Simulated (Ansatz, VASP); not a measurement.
CaO: VASP beside Ansatz

```xyz
2
Lattice="2.7985 0.0000 0.0000 -1.3993 2.4236 0.0000 0.0000 0.0000 4.4295" Properties=species:S:1:pos:R:3 pbc="T T T"
Ca    0.0000    0.0000    0.0000
O     0.0000    1.6157    2.2148
```

Change from the starting cell: species swapped into the TcRu type (P-6m2, No. 187).

Alike in both runs: task single point; functional PBE; k mesh 6 × 6 × 4; occupations gaussian, width 0.1 eV; no spin polarisation.

```csv
,VASP,Ansatz
version,VASP 6.6.1,Ansatz 0.2.0
potentials or method,"VASP PAW PBE potentials, release 64 (Ca_sv, O), cutoff 520 eV","scalar-relativistic, plane waves, PAW"
valence electrons in the cell,16,16
```

```csv
,VASP,Ansatz,Ansatz less VASP
gap on the k mesh at the Fermi level (eV),none,none,-
pressure (GPa),-1.0,-1.2,-0.29
"traceless stress, the component that is largest in VASP (GPa)",-69.52,-69.53,-0.012
```

A gap of «none» marks a metal or a gap that the smearing closes. With one functional, cell and mesh, what is left measures potentials, basis and numerics.

The k mesh is coarse, so the values compare programs but aren't converged.
